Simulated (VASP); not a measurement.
Write the native input for VASP 6.6.1 that does the following.

```yaml
Task: single point
Functional: PBEsol
Potentials_or_basis: VASP PAW PBE potentials, release 64 (Cu, I)
Cutoff: 520 eV
k_mesh: 4 × 4 × 6
Occupations: fermi-dirac, width 0.05 eV
Spin: no spin polarisation
Dipole_correction: no
Further_INCAR_settings: ALGO = Normal; EDIFF = 1e-07; NBANDS = 26
```

The structure of CuI lies in POSCAR:

```
CuI
1.0
    3.6833920221     -3.6616052184      0.0000000000
    3.6833920221      3.6616052184      0.0000000000
    0.0000000000      0.0000000000      4.4241895350
Cu I
2 2
Direct
    0.4204388300      0.5795611700      0.7500000000
    0.5795611700      0.4204388300      0.2500000000
    0.7700426800      0.2299573200      0.7500000000
    0.2299573200      0.7700426800      0.2500000000
```

One way to write it, as run:

INCAR

```
ALGO = Normal
EDIFF = 1E-7
ENCUT = 520
GGA = PS
ISIF = 2
ISMEAR = -1
LASPH = T
LCHARG = F
LREAL = F
LWAVE = F
NBANDS = 26
NELM = 80
PREC = Accurate
SIGMA = 0.05
```

KPOINTS

```
k-points
0
Gamma
  4 4 6
```

Potentials or basis: VASP PAW PBE potentials, release 64 (Cu, I).

The run is started by

```bash
$ cat potpaw_PBE.64/Cu/POTCAR potpaw_PBE.64/I/POTCAR > POTCAR
$ mpirun -np 1 vasp_std > vasp.out
```

Results of the run:

```json
{"Pressure": "-1.9 GPa", "Largest force": "0.125 eV/Å", "Band gap on the k mesh": "1.00 eV"}
```

Caveat: the PAW data sets were made with another functional, which shifts forces and pressure a little; spin-orbit coupling is left out, which moves the levels of the heavy elements.

Run time: 3.2 min on 1 thread of Intel Xeon 8259CL, on a shared host, peak memory 0.28 GiB.
